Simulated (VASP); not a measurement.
# Y (P6_3/mmc) in VASP: further runs

Runs on Y. Level: PBE. Tasks: single point.

Program: VASP 6.6.1. These are calculated values, not measurements. Logs are shortened: lines on timing, memory, paths and dates and some standing lists are left out, and cuts for length are marked.

## 1. The cell of the first run

It takes space group P6_3/mmc (No. 194, hexagonal). Conventional cell: a = 3.573 Å, b = 3.573 Å, c = 5.614 Å, α = 90.00°, β = 90.00°, γ = 120.00°. Y (site symmetry -6m2) has 12 Y at 3.48 to 3.57 Å within 4.6 Å.

## 2. Single point, PBE

Input file INCAR:

```
SYSTEM = Y
ALGO = Normal
EDIFF = 1E-6
ENCUT = 520
GGA = PE
ISIF = 2
ISMEAR = -1
LASPH = .True.
LCHARG = .False.
LREAL = .False.
LWAVE = .False.
NBANDS = 18
NELM = 100
PREC = Accurate
SIGMA = 0.05
```

Input file KPOINTS:

```
k-points
0
Gamma
  8 8 5
  0 0 0
```

Input file POSCAR:

```
Y
1.0
    3.5729423729      0.0000000000      0.0000000000
   -1.7864711865      3.0942588613      0.0000000000
    0.0000000000      0.0000000000      5.6136161546
Y
2
Direct
    0.6666666667      0.3333333333      0.7500000000
    0.3333333333      0.6666666667      0.2500000000
```

Potentials or basis: VASP PAW PBE potentials, release 64 (Y_sv).

The run is started by

```console
> cat potpaw_PBE.64/Y_sv/POTCAR > POTCAR
> mpirun -np 1 vasp_std > vasp.out
```

OUTCAR:

```text
SYSTEM = Y
   EDIFF = 1E-6
   ENCUT = 520
   GGA = PE
   ISIF = 2
   ISMEAR = -1
   LASPH = .True.
   LREAL = .False.
   NELM = 100
   PREC = Accurate

 ion  position               nearest neighbor table
   1  0.667  0.333  0.750-   2 3.48   2 3.48   2 3.48   2 3.48   2 3.48   2 3.48
   2  0.333  0.667  0.250-   1 3.48   1 3.48   1 3.48   1 3.48   1 3.48   1 3.48

  LATTYP: Found a hexagonal cell.
 ALAT       =     3.5729423729
 C/A-ratio  =     1.5711465702

  Lattice vectors:

 A1 = (   3.5729423729,   0.0000000000,   0.0000000000)
 A2 = (  -1.7864711865,   3.0942588613,   0.0000000000)
 A3 = (   0.0000000000,   0.0000000000,   5.6136161546)

Analysis of symmetry for initial positions (statically):
=====================================================================
 Subroutine PRICEL returns:
 Original cell was already a primitive cell.

 Routine SETGRP: Setting up the symmetry group for a
 hexagonal supercell.

 Subroutine GETGRP returns: Found 24 space group operations
 (whereof 12 operations were pure point group operations)
 out of a pool of 24 trial point group operations.

The static configuration has the point symmetry D_3d.
 The point group associated with its full space group is D_6h.

Analysis of symmetry for dynamics (positions and initial velocities):
=====================================================================
 Subroutine PRICEL returns:
 Original cell was already a primitive cell.

 Routine SETGRP: Setting up the symmetry group for a
 hexagonal supercell.

 Subroutine GETGRP returns: Found 24 space group operations
 (whereof 12 operations were pure point group operations)
 out of a pool of 24 trial point group operations.

The dynamic configuration has the point symmetry D_3d.
 The point group associated with its full space group is D_6h.

 Subroutine INISYM returns: Found 24 space group operations
 (whereof 12 operations are pure point group operations),
 and found     1 'primitive' translations

----------------------------------------------------------------------------------------

                                     Primitive cell

  volume of cell :      62.0619

  direct lattice vectors                    reciprocal lattice vectors
     3.572942373  0.000000000  0.000000000     0.279881368  0.161589583  0.000000000
    -1.786471187  3.094258861  0.000000000     0.000000000  0.323179167  0.000000000
     0.000000000  0.000000000  5.613616155     0.000000000  0.000000000  0.178138293

  length of vectors
     3.572942373  3.572942373  5.613616155     0.323179167  0.323179167  0.178138293

[... 70 lines left out ...]
 SYSTEM =  Y
   PREC   = accura    normal or accurate (medium, high low for compatibility)
   ISTART =      0    job   : 0-new  1-cont  2-samecut
   ICHARG =      2    charge: 1-file 2-atom 10-const
   ISPIN  =      1    spin polarized calculation?
   LNONCOLLINEAR =      F non collinear calculations
   LSORBIT =      F    spin-orbit coupling
   LASPH  =      T    aspherical Exc in radial PAW
   ENCUT  =  520.0 eV  38.22 Ry    6.18 a.u.   6.64  6.64 10.44*2*pi/ulx,y,z
   NELM   =    100;   NELMIN=  2; NELMDL= -5     # of ELM steps
   EDIFF  = 0.1E-05   stopping-criterion for ELM
   LREAL  =      F    real-space projection
   EDIFFG = 0.1E-04   stopping-criterion for IOM
   NSW    =      0    number of steps for IOM
   IBRION =     -1    ionic relax: 0-MD 1-quasi-New 2-CG
   NFREE  =      0    steps in history (QN), initial steepest desc. (CG)
   ISIF   =      2    stress and relaxation
   ISYM   =      2    0-nonsym 1-usesym 2-fastsym
   POTIM  = 0.5000    time-step for ionic-motion
   TEBEG  =    0.0;   TEEND  =   0.0 temperature during run
   PSTRESS=    0.0 pullay stress
   NELECT =      22.0000    total number of electrons
   NUPDOWN=      -1.0000    fix difference up-down
   EMIN   =  10.00;   EMAX   =-10.00  energy-range for DOS
   EFERMI =   0.00;   METHOD = LEGACY
   ISMEAR =    -1;   SIGMA  =   0.05  broadening in eV -4-tet -1-fermi 0-gaus
   EFERMI_NEDOS =   21; number of points for ismear=-14 and -15
   IALGO  =     38    algorithm
   IMIX   =      4    mixing-type and parameters
     AMIX     =   0.40;   BMIX     =  1.00
     AMIX_MAG =   1.60;   BMIX_MAG =  1.00
  volume/ion in A,a.u.               =      31.03       209.41
  Fermi-wavevector in a.u.,A,eV,Ry     =   1.158619  2.189472 18.264430  1.342398
  Thomas-Fermi vector in A             =   2.295219
   LORBIT       =      0    0 simple, 1 ext, 2 COOP (PROOUT), +10 PAW based schemes
   GGA     = PE    functional components
[... 5 lines left out ...]
 non-spin polarized calculation
  energy-cutoff  :      520.00
  volume of cell :       62.06
 maximum number of plane-waves:      1701
 NGX is ok and might be reduce to    28
   NGX = 13   NGY = 13   NGZ = 21

 number of electron      22.0000001 magnetization

 Free energy of the ion-electron system (eV)
  ---------------------------------------------------
  ext. energy  EPLUGINS =         0.00000000
  ---------------------------------------------------
  free energy    TOTEN  =       -12.84677277 eV

  energy without entropy =      -12.80707028  energy(sigma->0) =      -12.82692152

 E-fermi :   3.2674     XC(G=0):  -9.6475

 val. band max:        3.2668314223   @ k =   0.3750   0.2500   0.4000
 cond. band min:       3.2769108446   @ k =   0.5000   0.0000   0.0000
 fundamental gap:      0.0100794223
 Fermi energy:         3.2673595471

 k-point     1 :       0.0000    0.0000    0.0000
  band No.  band energies     occupation
      1     -39.2646      2.00000
      2     -39.1715      2.00000
      3     -19.6124      2.00000
      4     -19.0389      2.00000
      5     -19.0389      2.00000
      6     -18.9336      2.00000
[... 481 lines left out ...]
      5     -19.1283      2.00000
      6     -19.1026      2.00000
[... 10 lines left out ...]
     17       8.0107      0.00000
     18       8.1540      0.00000

 [... further k-points ...]
[... 5 lines left out ...]
  --------------------------------------------------------------------------------------
  -------------------------------------------------------------------------------------
  Total        0.9725122      0.9725122      0.8639809     -0.0000000     -0.0000000      0.0000000
  in kB       25.1061595     25.1061595     22.3043389     -0.0000000     -0.0000000      0.0000000
  external PRESSURE =      24.1722193 kB  Pullay stress =       0.0000000 kB

 VOLUME and BASIS-vectors are now :
 -----------------------------------------------------------------------------
  energy-cutoff  :      520.00
  volume of cell :       62.06
      direct lattice vectors                 reciprocal lattice vectors
     3.572942373  0.000000000  0.000000000     0.279881368  0.161589583  0.000000000
    -1.786471187  3.094258861  0.000000000     0.000000000  0.323179167  0.000000000
     0.000000000  0.000000000  5.613616155     0.000000000  0.000000000  0.178138293

 POSITION                                       TOTAL-FORCE (eV/Angst)
 -----------------------------------------------------------------------------------
      1.78647      1.03142      4.21021         0.000000     -0.000000      0.000000
     -0.00000      2.06284      1.40340        -0.000000      0.000000      0.000000
 -----------------------------------------------------------------------------------
    total drift:                                0.000000     -0.000000      0.000000

  FREE ENERGIE OF THE ION-ELECTRON SYSTEM (eV)
  ---------------------------------------------------
  free  energy   TOTEN  =       -12.8467727660 eV

  energy  without entropy=      -12.8070702752  energy(sigma->0) =      -12.82692152
```

OSZICAR:

```text
N       E                     dE             d eps       ncg     rms          rms(c)
DAV:   1     0.889368502404E+02    0.88937E+02   -0.11270E+04  1080   0.117E+03
DAV:   2    -0.574817642709E+01   -0.94685E+02   -0.93099E+02  1362   0.257E+02
DAV:   3    -0.129573110550E+02   -0.72091E+01   -0.71599E+01  1838   0.434E+01
DAV:   4    -0.131891248639E+02   -0.23181E+00   -0.23124E+00  1382   0.742E+00
DAV:   5    -0.131935751297E+02   -0.44503E-02   -0.44492E-02  1520   0.880E-01    0.341E+01
DAV:   6    -0.128964961209E+02    0.29708E+00   -0.39772E-01  1200   0.391E+00    0.210E+01
DAV:   7    -0.128580656168E+02    0.38431E-01   -0.78920E-01  1466   0.504E+00    0.178E+00
DAV:   8    -0.128473693917E+02    0.10696E-01   -0.14551E-01  1328   0.218E+00    0.861E-01
DAV:   9    -0.128467061312E+02    0.66326E-03   -0.39941E-03  1446   0.388E-01    0.342E-01
DAV:  10    -0.128467923722E+02   -0.86241E-04   -0.12192E-03  1204   0.299E-01    0.190E-01
DAV:  11    -0.128467747307E+02    0.17642E-04   -0.68645E-05  1564   0.652E-02    0.225E-02
DAV:  12    -0.128467710749E+02    0.36558E-05   -0.17089E-05  1200   0.347E-02    0.185E-02
DAV:  13    -0.128467725448E+02   -0.14699E-05   -0.36864E-06  1180   0.171E-02    0.322E-03
DAV:  14    -0.128467727660E+02   -0.22123E-06   -0.17163E-07   618   0.322E-03
   1 F= -.12846773E+02 E0= -.12826922E+02  d E =-.397025E-01
```

Run time: 34 s. Hardware: 1 thread of Intel Xeon Platinum 8559C (Emerald Rapids), shared host; peak memory 0.19 GiB.

What came out:

```
Free energy            : -12.8468 eV
Pressure               : 2.4 GPa
Band gap on the k mesh : zero (band 11 reaches 4.34 eV, above the bottom of band 12 at 2.88 eV)
```

Levels at points of the mesh, in eV from the Fermi level:
```
           k point  band 7  band 8  band 9  band 10  band 11  band 12  band 13  band 14  band 15  band 16
(0.00, 0.00, 0.00)  -22.20  -22.16   -4.76    -1.93     1.07     1.82     1.82     2.13     2.47     2.47
(0.50, 0.00, 0.00)  -22.35  -22.27   -1.67    -1.28    -0.89     0.01     1.50     1.53     2.19     5.34
```

## 3. Single point, PBE

This run uses another cell than the first one, of 31.69 Å³/atom, 1.021 times its volume.

Input file INCAR:

```
SYSTEM = Y
ALGO = Normal ; EDIFF = 1E-6
ENCUT = 520 ; GGA = PE
ISIF = 2 ; ISMEAR = -1
LASPH = .True. ; LCHARG = .False.
LREAL = .False. ; LWAVE = .False.
NBANDS = 18 ; NELM = 60
PREC = Accurate ; SIGMA = 0.05
```

KPOINTS is that of step 2.

Input file POSCAR:

```
Y
1.0
    3.5981047680      0.0000000000      0.0000000000
   -1.7990523840      3.1160501346      0.0000000000
    0.0000000000      0.0000000000      5.6531499653
Y
2
Direct
    0.6666666667      0.3333333333      0.7500000000
    0.3333333333      0.6666666667      0.2500000000
```

Potentials or basis: VASP PAW PBE potentials, release 64 (Y_sv).

The run is started by

```console
> cat potpaw_PBE.64/Y_sv/POTCAR > POTCAR
> mpirun -np 1 vasp_std > vasp.out
```

OUTCAR:

```text
SYSTEM = Y
   EDIFF = 1E-6
   ENCUT = 520
   GGA = PE
   ISIF = 2
   ISMEAR = -1
   LASPH = .True.
   LREAL = .False.
   NELM = 60
   PREC = Accurate

 ion  position               nearest neighbor table
   1  0.667  0.333  0.750-   2 3.51   2 3.51   2 3.51   2 3.51   2 3.51   2 3.51
   2  0.333  0.667  0.250-   1 3.51   1 3.51   1 3.51   1 3.51   1 3.51   1 3.51

  LATTYP: Found a hexagonal cell.
 ALAT       =     3.5981047680
 C/A-ratio  =     1.5711465702

  Lattice vectors:

 A1 = (   3.5981047680,   0.0000000000,   0.0000000000)
 A2 = (  -1.7990523840,   3.1160501346,   0.0000000000)
 A3 = (   0.0000000000,   0.0000000000,   5.6531499653)

Analysis of symmetry for initial positions (statically):
=====================================================================
 Subroutine PRICEL returns:
 Original cell was already a primitive cell.

 Routine SETGRP: Setting up the symmetry group for a
 hexagonal supercell.

 Subroutine GETGRP returns: Found 24 space group operations
 (whereof 12 operations were pure point group operations)
 out of a pool of 24 trial point group operations.

The static configuration has the point symmetry D_3d.
 The point group associated with its full space group is D_6h.

Analysis of symmetry for dynamics (positions and initial velocities):
=====================================================================
 Subroutine PRICEL returns:
 Original cell was already a primitive cell.

 Routine SETGRP: Setting up the symmetry group for a
 hexagonal supercell.

 Subroutine GETGRP returns: Found 24 space group operations
 (whereof 12 operations were pure point group operations)
 out of a pool of 24 trial point group operations.

The dynamic configuration has the point symmetry D_3d.
 The point group associated with its full space group is D_6h.

 Subroutine INISYM returns: Found 24 space group operations
 (whereof 12 operations are pure point group operations),
 and found     1 'primitive' translations

----------------------------------------------------------------------------------------

[... 100 lines left out ...]
   POTIM  = 0.5000    time-step for ionic-motion
   TEBEG  =    0.0;   TEEND  =   0.0 temperature during run
   PSTRESS=    0.0 pullay stress
   NELECT =      22.0000    total number of electrons
   NUPDOWN=      -1.0000    fix difference up-down
   EMIN   =  10.00;   EMAX   =-10.00  energy-range for DOS
   EFERMI =   0.00;   METHOD = LEGACY
   ISMEAR =    -1;   SIGMA  =   0.05  broadening in eV -4-tet -1-fermi 0-gaus
   EFERMI_NEDOS =   21; number of points for ismear=-14 and -15
   IALGO  =     38    algorithm
   IMIX   =      4    mixing-type and parameters
     AMIX     =   0.40;   BMIX     =  1.00
     AMIX_MAG =   1.60;   BMIX_MAG =  1.00
  volume/ion in A,a.u.               =      31.69       213.86
  Fermi-wavevector in a.u.,A,eV,Ry     =   1.150516  2.174161 18.009868  1.323688
  Thomas-Fermi vector in A             =   2.287180
   LORBIT       =      0    0 simple, 1 ext, 2 COOP (PROOUT), +10 PAW based schemes
   GGA     = PE    functional components
[... 5 lines left out ...]
 non-spin polarized calculation
  energy-cutoff  :      520.00
  volume of cell :       63.38
 maximum number of plane-waves:      1743
 NGX is ok and might be reduce to    28
   NGX = 13   NGY = 13   NGZ = 21

 number of electron      22.0000001 magnetization

 Free energy of the ion-electron system (eV)
  ---------------------------------------------------
  ext. energy  EPLUGINS =         0.00000000
  ---------------------------------------------------
  free energy    TOTEN  =       -12.86284172 eV

  energy without entropy =      -12.82293019  energy(sigma->0) =      -12.84288596

 E-fermi :   3.1631     XC(G=0):  -9.5651

 val. band max:        3.1585097473   @ k =   0.2500   0.1250   0.0000
 cond. band min:       3.2300457159   @ k =   0.2500   0.0000   0.4000
 fundamental gap:      0.0715359686
 Fermi energy:         3.1631298457

 k-point     1 :       0.0000    0.0000    0.0000
  band No.  band energies     occupation
      1     -39.4214      2.00000
      2     -39.3363      2.00000
      3     -19.7403      2.00000
      4     -19.2059      2.00000
      5     -19.2059      2.00000
      6     -19.1071      2.00000
[... 481 lines left out ...]
      5     -19.2885      2.00000
      6     -19.2651      2.00000
[... 10 lines left out ...]
     17       7.8121      0.00000
     18       7.9512      0.00000

 [... further k-points ...]
[... 5 lines left out ...]
  --------------------------------------------------------------------------------------
  -------------------------------------------------------------------------------------
  Total        0.6275783      0.6275783      0.4880759      0.0000000      0.0000000     -0.0000000
  in kB       15.8638928     15.8638928     12.3375582      0.0000000      0.0000000     -0.0000000
  external PRESSURE =      14.6884479 kB  Pullay stress =       0.0000000 kB

 VOLUME and BASIS-vectors are now :
 -----------------------------------------------------------------------------
  energy-cutoff  :      520.00
  volume of cell :       63.38
      direct lattice vectors                 reciprocal lattice vectors
     3.598104768  0.000000000  0.000000000     0.277924092  0.160459549  0.000000000
    -1.799052384  3.116050135  0.000000000     0.000000000  0.320919098  0.000000000
     0.000000000  0.000000000  5.653149965     0.000000000  0.000000000  0.176892530

 POSITION                                       TOTAL-FORCE (eV/Angst)
 -----------------------------------------------------------------------------------
      1.79905      1.03868      4.23986        -0.000000      0.000000      0.000000
     -0.00000      2.07737      1.41329         0.000000     -0.000000      0.000000
 -----------------------------------------------------------------------------------
    total drift:                               -0.000000      0.000000     -0.000000

  FREE ENERGIE OF THE ION-ELECTRON SYSTEM (eV)
  ---------------------------------------------------
  free  energy   TOTEN  =       -12.8628417212 eV

  energy  without entropy=      -12.8229301942  energy(sigma->0) =      -12.84288596
```

stdout:

```text
POSCAR found type information on POSCAR Y
 POSCAR found :  1 types and       2 ions
 scaLAPACK will be used
 LDA part: xc-table for (Slater+PW92), standard interpolation
 POSCAR, INCAR and KPOINTS ok, starting setup
 FFT: planning ... GRIDC
 FFT: planning ... GRID_SOFT
 FFT: planning ... GRID
 WAVECAR not read
 entering main loop
```

Wall time 32 s (1 thread of Intel Xeon Platinum 8559C (Emerald Rapids), shared host); peak memory 0.19 GiB.

What came out:

| Property | Result |
| --- | --- |
| Free energy | -12.8628 eV |
| Pressure | 1.5 GPa |
| Band gap on the k mesh | zero (band 11 reaches 4.16 eV, above the bottom of band 12 at 2.76 eV) |

Stress tensor (GPa, compression positive):
```
1.59 0.00 0.00
0.00 1.59 0.00
0.00 0.00 1.23
```

(Part 1 of 2 ends here.)
